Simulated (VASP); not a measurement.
# GaP (F-43m) in VASP: single point with LDA

Aim: the single point of GaP with LDA.

Program: VASP 6.6.1. These are calculated values, not measurements. Logs are shortened: lines on timing, memory, paths and dates and some standing lists are left out, and cuts for length are marked.

### 1 The cell of the first run

The structure is cubic, space group F-43m (No. 216). The conventional cell has a = 5.451 Å, b = 5.451 Å, c = 5.451 Å, α = 90.00°, β = 90.00°, γ = 90.00°. Within 3.1 Å of Ga (site symmetry -43m) lie 4 P at 2.36 Å. Within 3.1 Å of P (site symmetry -43m) lie 4 Ga at 2.36 Å.

### 2 Single point, LDA

File INCAR:

```
SYSTEM = GaP
PREC = Accurate
ENCUT = 500
EDIFF = 1E-6
ISMEAR = 0
SIGMA = 0.01
LREAL = .False.
LASPH = .True.
NELM = 120
ALGO = Normal
ISIF = 2
LWAVE = .False.
LCHARG = .False.
GGA = CA
NBANDS = 16
GGA_COMPAT = .False.
```

File KPOINTS:

```
regular mesh
0
Gamma
  3 3 3
  0 0 0
```

File POSCAR:

```
GaP
1.0
    0.0000000000      2.7252500000      2.7252500000
    2.7252500000      0.0000000000      2.7252500000
    2.7252500000      2.7252500000      0.0000000000
Ga P
1 1
Direct
    0.0000000000      0.0000000000      0.0000000000
    0.2500000000      0.2500000000      0.2500000000
```

Potentials or basis: VASP PAW LDA potentials, release 64 (Ga_d, P).

On the command line:

```sh
> cat potpaw_LDA.64/Ga_d/POTCAR potpaw_LDA.64/P/POTCAR > POTCAR
> mpirun -np 1 vasp_std > vasp.out
```

OUTCAR:

```text
SYSTEM = GaP
   PREC = Accurate
   ENCUT = 500
   EDIFF = 1E-6
   ISMEAR = 0
   LREAL = .False.
   LASPH = .True.
   NELM = 120
   ISIF = 2
   GGA = CA

 ion  position               nearest neighbor table
   1  0.000  0.000  0.000-   2 2.36   2 2.36   2 2.36   2 2.36
   2  0.250  0.250  0.250-   1 2.36   1 2.36   1 2.36   1 2.36

  LATTYP: Found a face centered cubic cell.
 ALAT       =     5.4505000000

  Lattice vectors:

 A1 = (   0.0000000000,   2.7252500000,   2.7252500000)
 A2 = (   2.7252500000,   0.0000000000,   2.7252500000)
 A3 = (   2.7252500000,   2.7252500000,   0.0000000000)

Analysis of symmetry for initial positions (statically):
=====================================================================
 Subroutine PRICEL returns:
 Original cell was already a primitive cell.

 Routine SETGRP: Setting up the symmetry group for a
 face centered cubic supercell.

 Subroutine GETGRP returns: Found 24 space group operations
 (whereof 24 operations were pure point group operations)
 out of a pool of 48 trial point group operations.

The static configuration has the point symmetry T_d .

Analysis of symmetry for dynamics (positions and initial velocities):
=====================================================================
 Subroutine PRICEL returns:
 Original cell was already a primitive cell.

 Routine SETGRP: Setting up the symmetry group for a
 face centered cubic supercell.

 Subroutine GETGRP returns: Found 24 space group operations
 (whereof 24 operations were pure point group operations)
 out of a pool of 48 trial point group operations.

The dynamic configuration has the point symmetry T_d .

 Subroutine INISYM returns: Found 24 space group operations
 (whereof 24 operations are pure point group operations),
 and found     1 'primitive' translations

----------------------------------------------------------------------------------------

                                     Primitive cell

  volume of cell :      40.4808

  direct lattice vectors                    reciprocal lattice vectors
     0.000000000  2.725250000  2.725250000    -0.183469406  0.183469406  0.183469406
     2.725250000  0.000000000  2.725250000     0.183469406 -0.183469406  0.183469406
     2.725250000  2.725250000  0.000000000     0.183469406  0.183469406 -0.183469406

  length of vectors
     3.854085511  3.854085511  3.854085511     0.317778334  0.317778334  0.317778334

  position of ions in fractional coordinates (direct lattice)
     0.000000000  0.000000000  0.000000000
     0.250000000  0.250000000  0.250000000

  ion indices of the primitive-cell ions
   primitive index   ion index
                 1           1
                 2           2

----------------------------------------------------------------------------------------

 KPOINTS: regular mesh

Automatic generation of k-mesh.
 Grid dimensions read from file:
 generate k-points for:    3    3    3

 Generating k-lattice:

  Cartesian coordinates                     Fractional coordinates (reciprocal lattice)
    -0.061156469  0.061156469  0.061156469     0.333333333  0.000000000  0.000000000
     0.061156469 -0.061156469  0.061156469     0.000000000  0.333333333  0.000000000
     0.061156469  0.061156469 -0.061156469     0.000000000  0.000000000  0.333333333

  Length of vectors
     0.105926111  0.105926111  0.105926111

  Shift w.r.t. Gamma in fractional coordinates (k-lattice)
     0.000000000  0.000000000  0.000000000

 Subroutine IBZKPT returns following result:
 ===========================================

 Found      4 irreducible k-points:

 Following reciprocal coordinates:
            Coordinates               Weight
  0.000000  0.000000  0.000000      1.000000
  0.333333  0.000000  0.000000      8.000000
  0.333333  0.333333  0.000000      6.000000
 -0.333333  0.333333  0.000000     12.000000
   k-points           NKPTS =      4   k-points in BZ     NKDIM =      4   number of bands    NBANDS=     16
   number of dos      NEDOS =    301   number of ions     NIONS =      2
   total plane-waves  NPLWV =  21952
   dimension x,y,z NGX =    28 NGY =   28 NGZ =   28
   dimension x,y,z NGXF=    56 NGYF=   56 NGZF=   56
   ions per type =               1   1
   NGX,Y,Z   is equivalent  to a cutoff of  12.08, 12.08, 12.08 a.u.
   NGXF,Y,Z  is equivalent  to a cutoff of  24.16, 24.16, 24.16 a.u.
 SYSTEM =  GaP
   PREC   = accura    normal or accurate (medium, high low for compatibility)
   ISTART =      0    job   : 0-new  1-cont  2-samecut
   ICHARG =      2    charge: 1-file 2-atom 10-const
   ISPIN  =      1    spin polarized calculation?
   LNONCOLLINEAR =      F non collinear calculations
   LSORBIT =      F    spin-orbit coupling
   LASPH  =      T    aspherical Exc in radial PAW
   ENCUT  =  500.0 eV  36.75 Ry    6.06 a.u.   7.03  7.03  7.03*2*pi/ulx,y,z
   NELM   =    120;   NELMIN=  2; NELMDL= -5     # of ELM steps
   EDIFF  = 0.1E-05   stopping-criterion for ELM
   LREAL  =      F    real-space projection
   EDIFFG = 0.1E-04   stopping-criterion for IOM
   NSW    =      0    number of steps for IOM
   IBRION =     -1    ionic relax: 0-MD 1-quasi-New 2-CG
   NFREE  =      0    steps in history (QN), initial steepest desc. (CG)
   ISIF   =      2    stress and relaxation
   ISYM   =      2    0-nonsym 1-usesym 2-fastsym
   POTIM  = 0.5000    time-step for ionic-motion
   TEBEG  =    0.0;   TEEND  =   0.0 temperature during run
   PSTRESS=    0.0 pullay stress
   NELECT =      18.0000    total number of electrons
   NUPDOWN=      -1.0000    fix difference up-down
   EMIN   =  10.00;   EMAX   =-10.00  energy-range for DOS
   EFERMI =   0.00;   METHOD = LEGACY
   ISMEAR =     0;   SIGMA  =   0.01  broadening in eV -4-tet -1-fermi 0-gaus
   EFERMI_NEDOS =   21; number of points for ismear=-14 and -15
   IALGO  =     38    algorithm
   IMIX   =      4    mixing-type and parameters
     AMIX     =   0.40;   BMIX     =  1.00
     AMIX_MAG =   1.60;   BMIX_MAG =  1.00
  volume/ion in A,a.u.               =      20.24       136.59
  Fermi-wavevector in a.u.,A,eV,Ry     =   1.249538  2.361284 21.243377  1.561344
  Thomas-Fermi vector in A             =   2.383574
   LORBIT       =      0    0 simple, 1 ext, 2 COOP (PROOUT), +10 PAW based schemes
   GGA     = CA    functional components
   LHFCALC =     F    Hartree Fock is set to
   AEXX    =    0.0000 exact exchange contribution
   IVDW    =     0    specifies the selected vdW correction
   LEPSILON=     F    determine dielectric tensor
   LRPA    =     F    only Hartree local field effects (RPA)
 non-spin polarized calculation
 Gauss-broadening in eV      SIGMA  =   0.01
  energy-cutoff  :      500.00
  volume of cell :       40.48
 maximum number of plane-waves:      1031
   NGX = 13   NGY = 13   NGZ = 13

 number of electron      18.0000016 magnetization

 Free energy of the ion-electron system (eV)
  ---------------------------------------------------
  ext. energy  EPLUGINS =         0.00000000
  ---------------------------------------------------
  free energy    TOTEN  =        -9.90867600 eV

  energy without entropy =       -9.90867600  energy(sigma->0) =       -9.90867600

 E-fermi :   4.6940     XC(G=0): -10.1298

 val. band max:        4.6344964898   @ k =   0.0000   0.0000   0.0000
 cond. band min:       6.1528311920   @ k =   0.3333   0.3333   0.0000
 fundamental gap:      1.5183347023
 Fermi energy:         4.6940362233

 k-point     1 :       0.0000    0.0000    0.0000
  band No.  band energies     occupation
      1     -10.2036      2.00000
      2     -10.2036      2.00000
      3     -10.2036      2.00000
      4     -10.1096      2.00000
      5     -10.1096      2.00000
      6      -7.9061      2.00000
      7       4.6345      2.00000
      8       4.6345      2.00000
      9       4.6345      2.00000
     10       6.2314      0.00000
     11       8.3353      0.00000
     12       8.3353      0.00000
     13       8.3353      0.00000
     14      13.0172      0.00000
     15      14.3625      0.00000
     16      14.3625      0.00000

 k-point     2 :       0.3333    0.0000    0.0000
  band No.  band energies     occupation
      1     -10.2578      2.00000
      2     -10.1839      2.00000
      3     -10.1839      2.00000
      4     -10.1059      2.00000
      5     -10.1059      2.00000
      6      -6.5907      2.00000
      7      -0.6862      2.00000
      8       3.7011      2.00000
      9       3.7011      2.00000
     10       6.3092      0.00000
     11       9.2751      0.00000
     12       9.2751      0.00000
     13      12.0022      0.00000
     14      13.9766      0.00000
     15      14.1529      0.00000
     16      14.1529      0.00000

 k-point     3 :       0.3333    0.3333    0.0000
  band No.  band energies     occupation
      1     -10.2872      2.00000
      2     -10.1566      2.00000
      3     -10.1566      2.00000
      4     -10.1348      2.00000
      5     -10.0936      2.00000
      6      -6.1207      2.00000
      7      -0.5000      2.00000
      8       2.3518      2.00000
      9       2.3518      2.00000
     10       6.1528      0.00000
     11       7.3226      0.00000
     12      12.6829      0.00000
     13      12.6829      0.00000
     14      13.5250      0.00000
     15      16.0002      0.00000
     16      18.7120      0.00000

 k-point     4 :      -0.3333    0.3333    0.0000
  band No.  band energies     occupation
      1     -10.2849      2.00000
      2     -10.1670      2.00000
      3     -10.1552      2.00000
      4     -10.1203      2.00000
      5     -10.1028      2.00000
      6      -5.1178      2.00000
      7      -1.8497      2.00000
      8       0.4736      2.00000
      9       2.6367      2.00000
     10       6.9155      0.00000
     11      10.4544      0.00000
     12      11.8273      0.00000
     13      12.1469      0.00000
     14      12.9943      0.00000
     15      14.0916      0.00000
     16      19.4031      0.00000

------------------------ aborting loop because EDIFF is reached ----------------------------------------

  FORCE on cell =-STRESS in cart. coord.  units (eV):
  Direction    XX          YY          ZZ          XY          YZ          ZX
  --------------------------------------------------------------------------------------
  -------------------------------------------------------------------------------------
  Total       -0.3006577     -0.3006577     -0.3006577      0.0000000     -0.0000000      0.0000000
  in kB      -11.8996432    -11.8996432    -11.8996432      0.0000000     -0.0000000      0.0000000
  external PRESSURE =     -11.8996432 kB  Pullay stress =       0.0000000 kB

 VOLUME and BASIS-vectors are now :
 -----------------------------------------------------------------------------
  energy-cutoff  :      500.00
  volume of cell :       40.48
      direct lattice vectors                 reciprocal lattice vectors
     0.000000000  2.725250000  2.725250000    -0.183469406  0.183469406  0.183469406
     2.725250000  0.000000000  2.725250000     0.183469406 -0.183469406  0.183469406
     2.725250000  2.725250000  0.000000000     0.183469406  0.183469406 -0.183469406

 POSITION                                       TOTAL-FORCE (eV/Angst)
 -----------------------------------------------------------------------------------
      0.00000      0.00000      0.00000         0.000000     -0.000000      0.000000
      1.36262      1.36262      1.36262        -0.000000      0.000000     -0.000000
 -----------------------------------------------------------------------------------
    total drift:                                0.000001      0.000001      0.000001

  FREE ENERGIE OF THE ION-ELECTRON SYSTEM (eV)
  ---------------------------------------------------
  free  energy   TOTEN  =        -9.9086759965 eV

  energy  without entropy=       -9.9086759965  energy(sigma->0) =       -9.90867600
```

Wall time 3.3 s (1 thread of Intel Xeon 6975P-C (Granite Rapids), shared host); peak memory 0.13 GiB.

What came out:

```yaml
Free_energy: -9.9087 eV
Pressure: -1.2 GPa
Band_gap_on_the_k_mesh: 1.52 eV, indirect (least direct gap 1.60 eV)
```

Caveat: the k points lie up to 0.67 Å⁻¹ apart.
